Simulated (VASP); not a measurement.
A run of VASP 6.6.1:

The input INCAR:

```
SYSTEM = CdS
PREC = Accurate
ENCUT = 520
EDIFF = 1E-8
ISMEAR = -1
SIGMA = 0.02
LREAL = .FALSE.
LASPH = .TRUE.
NELM = 60
ALGO = Normal
ISIF = 2
LWAVE = .FALSE.
LCHARG = .FALSE.
GGA = PS
LEFG = .TRUE.
NBANDS = 16
```

KPOINTS

```
Automatic mesh
0
G
  7 7 7
  0 0 0
```

Contents of POSCAR:

```
CdS
1.0
   -0.0294295346      2.9282386976      2.9282386976
    2.9282386976     -0.0294295346      2.9282386976
    2.9282386976      2.9282386976     -0.0294295346
Cd S
1 1
Direct
    0.0000000000      0.0000000000      0.0000000000
    0.7500000000      0.7500000000      0.7500000000
```

Potentials or basis: VASP PAW PBE potentials, release 64 (Cd, S).

Command:

```console
$ cat potpaw_PBE.64/Cd/POTCAR potpaw_PBE.64/S/POTCAR > POTCAR
$ mpirun -np 1 vasp_std > vasp.out
```

Hardware: 1 thread of Intel(R) Xeon(R) Platinum 8375C CPU @ 2.90GHz (Ice Lake) (shared host).

Problem. How long does it take, and how much memory?

Solution. Wall time 26 s on 1 thread of Intel(R) Xeon(R) Platinum 8375C CPU @ 2.90GHz (Ice Lake), with other jobs on the host, peak memory 0.19 GiB. Counts: scf iterations 15, k points 44.
